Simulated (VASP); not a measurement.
# CuI (Marshite) (I-4m2) in VASP: a series of runs, part 2 of 2

VASP 6.6.1. The steps go on from the part before.

### Step 4. Single point, LDA (film at in-plane strain -0.02)

INCAR reads:

```
ALGO = Normal
EDIFF = 1E-6
ENCUT = 520
GGA = CA
ISIF = 2
ISMEAR = 0
LASPH = T
LCHARG = F
LREAL = F
LWAVE = F
NBANDS = 16
NELM = 60
PREC = Accurate
SIGMA = 0.01
```

KPOINTS reads:

```
k-points
0
Gamma
  6 6 6
```

POSCAR reads:

```
CuI
1.0
    2.8723689572      2.8723689572      0.0000000000
   -2.8723689572      2.8723689572      0.0000000000
    0.0000000000      2.8723689572      3.0131448468
Cu I
1 1
Direct
    0.7500000000      0.2500000000      0.5000000000
    0.0000000000      0.0000000000      0.0000000000
```

Potentials or basis: VASP PAW LDA potentials, release 64 (Cu, I).

Run with:

```
cat potpaw_LDA.64/Cu/POTCAR potpaw_LDA.64/I/POTCAR > POTCAR
mpirun -np 1 vasp_std > vasp.out
```

OUTCAR:

```text
EDIFF = 1E-6
   ENCUT = 520
   GGA = CA
   ISIF = 2
   ISMEAR = 0
   LASPH = T
   LREAL = F
   NELM = 60
   PREC = Accurate

 ion  position               nearest neighbor table
   1  0.750  0.250  0.500-   2 2.53   2 2.53   2 2.53   2 2.53
   2  0.000  0.000  0.000-   1 2.53   1 2.53   1 2.53   1 2.53

  LATTYP: Found a body centered tetragonal cell.
 ALAT       =     4.0621431354
 C/A-ratio  =     1.4835247043

  Lattice vectors:

 A1 = (   2.8723689572,   0.0000000000,  -3.0131448468)
 A2 = (  -2.8723689572,   0.0000000000,  -3.0131448468)
 A3 = (   0.0000000000,   2.8723689572,   3.0131448468)

Analysis of symmetry for initial positions (statically):
=====================================================================
 Subroutine PRICEL returns:
 Original cell was already a primitive cell.

 Routine SETGRP: Setting up the symmetry group for a
 body centered tetragonal supercell.

 Subroutine GETGRP returns: Found  8 space group operations
 (whereof  8 operations were pure point group operations)
 out of a pool of 16 trial point group operations.

[... 155 lines left out ...]
  ---------------------------------------------------
  ext. energy  EPLUGINS =         0.00000000
  ---------------------------------------------------
  free energy    TOTEN  =        -6.98547769 eV

  energy without entropy =       -6.98547769  energy(sigma->0) =       -6.98547769

 E-fermi :   5.6007     XC(G=0):  -9.8246

 val. band max:        5.5315217781   @ k =   0.0000   0.0000   0.0000
 cond. band min:       6.8187786413   @ k =   0.0000   0.0000   0.0000
 fundamental gap:      1.2872568632
 Fermi energy:         5.6007182855

 k-point     1 :       0.0000    0.0000    0.0000
  band No.  band energies     occupation
      1      -9.1373      2.00000
      2       1.2669      2.00000
      3       1.3277      2.00000
      4       1.3277      2.00000
      5       3.0305      2.00000
      6       3.0852      2.00000
[... 433 lines left out ...]
      3       0.4748      2.00000
      4       1.3327      2.00000
      5       2.9400      2.00000
      6       3.0484      2.00000
[... 8 lines left out ...]
     15      16.8617      0.00000
     16      17.6294      0.00000

 [... further k-points ...]
[... 5 lines left out ...]
  --------------------------------------------------------------------------------------
  -------------------------------------------------------------------------------------
  Total        0.4106277      0.4106277      0.0727500      0.0000000      0.0000000      0.0000000
  in kB       13.2320864     13.2320864      2.3443011      0.0000000      0.0000000      0.0000000
  external PRESSURE =       9.6028246 kB  Pullay stress =       0.0000000 kB

 VOLUME and BASIS-vectors are now :
 -----------------------------------------------------------------------------
  energy-cutoff  :      520.00
  volume of cell :       49.72
      direct lattice vectors                 reciprocal lattice vectors
     2.872368957  2.872368957  0.000000000     0.174072345  0.174072345 -0.165939583
    -2.872368957  2.872368957  0.000000000    -0.174072345  0.174072345 -0.165939583
     0.000000000  2.872368957  3.013144847     0.000000000  0.000000000  0.331879166

 POSITION                                       TOTAL-FORCE (eV/Angst)
 -----------------------------------------------------------------------------------
      1.43618      4.30855      1.50657        -0.000000     -0.000000      0.000000
      0.00000      0.00000      0.00000         0.000000      0.000000      0.000000
 -----------------------------------------------------------------------------------
    total drift:                               -0.000004      0.000000      0.000000

  FREE ENERGIE OF THE ION-ELECTRON SYSTEM (eV)
  ---------------------------------------------------
  free  energy   TOTEN  =        -6.9854776893 eV

  energy  without entropy=       -6.9854776893  energy(sigma->0) =       -6.98547769
```

Run time: 18 s. Hardware: 1 thread of Intel Xeon Platinum 8488C (Sapphire Rapids), shared host; peak memory 0.16 GiB.

What came out:

```yaml
Free_energy: -6.9855 eV
Pressure: 1.0 GPa
Band_gap_on_the_k_mesh: 1.29 eV, direct
```

Stress tensor (GPa, compression positive):
```
1.32 0.00 0.00
0.00 1.32 0.00
0.00 0.00 0.23
```

Levels at points of the mesh, in eV from the valence-band top:
```
           k point  band 7  band 8  band 9  band 10  band 11  band 12
(0.00, 0.00, 0.00)   -0.12    0.00    0.00     1.29     4.66     4.75
(0.50, 0.00, 0.00)   -2.38   -1.01   -0.89     2.10     5.13     5.48
(0.50, 0.50, 0.00)   -2.33   -2.07   -1.97     2.28     2.61     9.95
(0.00, 0.00, 0.50)   -2.37   -2.00   -2.00     2.52     2.98     9.56
```

Caveat: the cell differs from its parent crystal (film at in-plane strain -0.02); spin-orbit coupling is left out, which moves the levels of the heavy elements.

### Step 5. Single point, LDA (in-plane strain -0.01, then relaxed in part)

INCAR reads:

```
PREC     = Accurate       # precision mode
ENCUT    = 520            # plane-wave cutoff, eV
EDIFF    = 1E-7           # SCF threshold, eV
ISMEAR   = 0              # smearing method
SIGMA    = 0.01           # smearing width, eV
LREAL    = False          # projectors in reciprocal space
LASPH    = True           # aspherical terms in the spheres
NELM     = 60             # most SCF steps
ALGO     = Normal         # electronic algorithm
ISIF     = 2              # what is computed and relaxed
LWAVE    = False          # write WAVECAR
LCHARG   = False          # write CHGCAR
NBANDS   = 16             # bands
```

KPOINTS reads:

```
Automatic mesh
0
Gamma
  6 6 6
```

POSCAR reads:

```
CuI
1.0
    2.9016788446      2.9016788446      0.0000000000
   -2.9016788446      2.9016788446      0.0000000000
    0.0000000000      2.9016788446      2.9728395587
Cu I
1 1
Direct
    0.7500000000      0.2500000000      0.5000000000
    0.0000000000      0.0000000000      0.0000000000
```

Potentials or basis: VASP PAW LDA potentials, release 64 (Cu, I).

Run with:

```
cat potpaw_LDA.64/Cu/POTCAR potpaw_LDA.64/I/POTCAR > POTCAR
mpirun -np 1 vasp_std > vasp.out
```

OUTCAR:

```text
PREC = Accurate
   ENCUT = 520
   EDIFF = 1E-7
   ISMEAR = 0
   LREAL = False
   LASPH = True
   NELM = 60
   ISIF = 2

 ion  position               nearest neighbor table
   1  0.750  0.250  0.500-   2 2.53   2 2.53   2 2.53   2 2.53
   2  0.000  0.000  0.000-   1 2.53   1 2.53   1 2.53   1 2.53

  LATTYP: Found a body centered tetragonal cell.
 ALAT       =     4.1035935757
 C/A-ratio  =     1.4488957076

  Lattice vectors:

 A1 = (   2.9016788446,   0.0000000000,  -2.9728395587)
 A2 = (  -2.9016788446,   0.0000000000,  -2.9728395587)
 A3 = (   0.0000000000,   2.9016788446,   2.9728395587)

Analysis of symmetry for initial positions (statically):
=====================================================================
 Subroutine PRICEL returns:
 Original cell was already a primitive cell.

 Routine SETGRP: Setting up the symmetry group for a
 body centered tetragonal supercell.

 Subroutine GETGRP returns: Found  8 space group operations
 (whereof  8 operations were pure point group operations)
 out of a pool of 16 trial point group operations.

The static configuration has the point symmetry D_2d.

Analysis of symmetry for dynamics (positions and initial velocities):
=====================================================================
[... 155 lines left out ...]
  free energy    TOTEN  =        -6.99089037 eV

  energy without entropy =       -6.99089037  energy(sigma->0) =       -6.99089037

 E-fermi :   5.5461     XC(G=0):  -9.7921

 val. band max:        5.4332411591   @ k =   0.0000   0.0000   0.0000
 cond. band min:       6.7180328957   @ k =   0.0000   0.0000   0.0000
 fundamental gap:      1.2847917366
 Fermi energy:         5.5460874902

 k-point     1 :       0.0000    0.0000    0.0000
  band No.  band energies     occupation
      1      -9.1815      2.00000
      2       1.2346      2.00000
      3       1.2640      2.00000
      4       1.2640      2.00000
      5       2.9939      2.00000
      6       3.0207      2.00000
[... 433 lines left out ...]
      3       0.4340      2.00000
      4       1.2593      2.00000
      5       2.8896      2.00000
      6       3.0016      2.00000
[... 8 lines left out ...]
     15      16.8214      0.00000
     16      17.6200      0.00000

 [... further k-points ...]
[... 5 lines left out ...]
  --------------------------------------------------------------------------------------
  -------------------------------------------------------------------------------------
  Total        0.2008154      0.2008154      0.0345622      0.0000000      0.0000000      0.0000000
  in kB        6.4269870      6.4269870      1.1061432      0.0000000      0.0000000      0.0000000
  external PRESSURE =       4.6533724 kB  Pullay stress =       0.0000000 kB

 VOLUME and BASIS-vectors are now :
 -----------------------------------------------------------------------------
  energy-cutoff  :      520.00
  volume of cell :       50.06
      direct lattice vectors                 reciprocal lattice vectors
     2.901678845  2.901678845  0.000000000     0.172314038  0.172314038 -0.168189366
    -2.901678845  2.901678845  0.000000000    -0.172314038  0.172314038 -0.168189366
     0.000000000  2.901678845  2.972839559     0.000000000  0.000000000  0.336378732

 POSITION                                       TOTAL-FORCE (eV/Angst)
 -----------------------------------------------------------------------------------
      1.45084      4.35252      1.48642        -0.000000     -0.000000      0.000000
      0.00000      0.00000      0.00000         0.000000      0.000000      0.000000
 -----------------------------------------------------------------------------------
    total drift:                               -0.000000     -0.000000     -0.000000

  FREE ENERGIE OF THE ION-ELECTRON SYSTEM (eV)
  ---------------------------------------------------
  free  energy   TOTEN  =        -6.9908903665 eV

  energy  without entropy=       -6.9908903665  energy(sigma->0) =       -6.99089037
```

OSZICAR:

```text
N       E                     dE             d eps       ncg     rms          rms(c)
DAV:   1     0.934879320147E+02    0.93488E+02   -0.76035E+03   960   0.125E+03
DAV:   2    -0.144614043330E+01   -0.94934E+02   -0.86534E+02  1016   0.237E+02
DAV:   3    -0.716831554858E+01   -0.57222E+01   -0.56352E+01  1304   0.608E+01
DAV:   4    -0.731974337632E+01   -0.15143E+00   -0.15137E+00  1152   0.929E+00
DAV:   5    -0.732824886562E+01   -0.85055E-02   -0.85052E-02  1544   0.245E+00    0.645E+00
DAV:   6    -0.721904431087E+01    0.10920E+00   -0.38007E+00  1032   0.567E+01    0.406E+00
DAV:   7    -0.699876221178E+01    0.22028E+00   -0.92257E-01  1072   0.345E+01    0.199E+00
DAV:   8    -0.699479502256E+01    0.39672E-02   -0.48600E-02  1528   0.340E+00    0.539E-01
DAV:   9    -0.699105202147E+01    0.37430E-02   -0.95981E-03  1256   0.306E+00    0.270E-01
DAV:  10    -0.699105826072E+01   -0.62392E-05   -0.59436E-04  1456   0.166E-01    0.175E-01
DAV:  11    -0.699089156116E+01    0.16670E-03   -0.86633E-04  1304   0.102E+00    0.373E-02
DAV:  12    -0.699089308465E+01   -0.15235E-05   -0.92073E-05  1432   0.135E-01    0.424E-02
DAV:  13    -0.699089122862E+01    0.18560E-05   -0.46607E-06  1552   0.212E-02    0.116E-02
DAV:  14    -0.699089044347E+01    0.78515E-06   -0.12394E-06  1336   0.360E-02    0.317E-03
DAV:  15    -0.699089036647E+01    0.76994E-07   -0.78501E-07  1552   0.224E-02
   1 F= -.69908904E+01 E0= -.69908904E+01  d E =-.259168E-59
```

Wall time 21 s (1 thread of Intel Xeon Platinum 8488C (Sapphire Rapids), shared host); peak memory 0.16 GiB.

Results:

```yaml
Free_energy: -6.9909 eV
Pressure: 0.5 GPa
Band_gap_on_the_k_mesh: 1.28 eV, direct
```

Caveat: the cell differs from its parent crystal (in-plane strain -0.01, then relaxed in part); spin-orbit coupling is left out, which moves the levels of the heavy elements.

### Step 6. Single point, LDA (in-plane strain -0.01)

INCAR reads:

```
  PREC = Accurate
  ENCUT = 520
  EDIFF = 1E-6
  ISMEAR = 0
  SIGMA = 0.01
  LREAL = F
  LASPH = T
  NELM = 60
  ALGO = Normal
  ISIF = 2
  LWAVE = F
  LCHARG = F
  GGA = CA
  NBANDS = 16
```

KPOINTS reads:

```
regular mesh
0
Gamma
  6 6 6
```

POSCAR: that of step 5 with these lines changed.

```diff
@@ -4,3 +4,3 @@
    -2.9016788446      2.9016788446      0.0000000000
-    0.0000000000      2.9016788446      2.9728395587
+    0.0000000000      2.9016788446      2.9485746643
 Cu I
```

Potentials or basis: VASP PAW LDA potentials, release 64 (Cu, I).

Run with:

```
cat potpaw_LDA.64/Cu/POTCAR potpaw_LDA.64/I/POTCAR > POTCAR
mpirun -np 1 vasp_std > vasp.out
```

It took 18 s on 1 thread of Intel Xeon Platinum 8488C (Sapphire Rapids), shared host; peak memory 0.16 GiB.

Results (log left out):

```yaml
Free_energy: -6.9897 eV
Pressure: 0.9 GPa
Band_gap_on_the_k_mesh: 1.32 eV, direct
```

Stress tensor (GPa, compression positive):
```
1.05 0.00 0.00
0.00 1.05 0.00
0.00 0.00 0.71
```

Levels at points of the mesh, in eV from the valence-band top:
```tsv
k point	band 5	band 6	band 7	band 8	band 9	band 10	band 11	band 12	band 13	band 14
(0.00, 0.00, 0.00)	-2.47	-2.45	-0.04	0.00	0.00	1.32	4.70	4.73	4.73	8.13
(0.50, 0.00, 0.00)	-2.43	-2.43	-2.38	-0.96	-0.91	2.15	5.24	5.36	7.36	9.50
(0.50, 0.50, 0.00)	-2.51	-2.38	-2.35	-2.03	-1.99	2.34	2.71	9.92	10.22	10.36
(0.00, 0.00, 0.50)	-2.53	-2.39	-2.36	-2.00	-2.00	2.42	2.83	9.79	10.31	10.31
```

Caveat: the cell differs from its parent crystal (in-plane strain -0.01); spin-orbit coupling is left out, which moves the levels of the heavy elements.

### Step 7. Overview

| cell | gap on the mesh (eV) | pressure (GPa) |
| --- | --- | --- |
| a = 4.062, b = 4.062, c = 4.129 Å, angles 60.5, 60.5, 90.0°, 2 atoms | 1.35 | 1.8 |
| a = 4.062, b = 4.062, c = 4.163 Å, angles 60.8, 60.8, 90.0°, 2 atoms | 1.29 | 1.0 |
| a = 4.104, b = 4.104, c = 4.154 Å, angles 60.4, 60.4, 90.0°, 2 atoms | 1.28 | 0.5 |
| a = 4.104, b = 4.104, c = 4.137 Å, angles 60.3, 60.3, 90.0°, 2 atoms | 1.32 | 0.9 |

Alike in all rows: task single point; level LDA; potentials or basis VASP PAW LDA potentials, release 64 (Cu, I); no spin polarisation; k mesh 6 × 6 × 6; cutoff (eV) 520; smearing gaussian 0.01 eV.

Caveats: spin-orbit coupling is left out, which moves the levels of the heavy elements.

Total energies depend on the potentials used, so only differences within one code and one set of settings carry meaning.
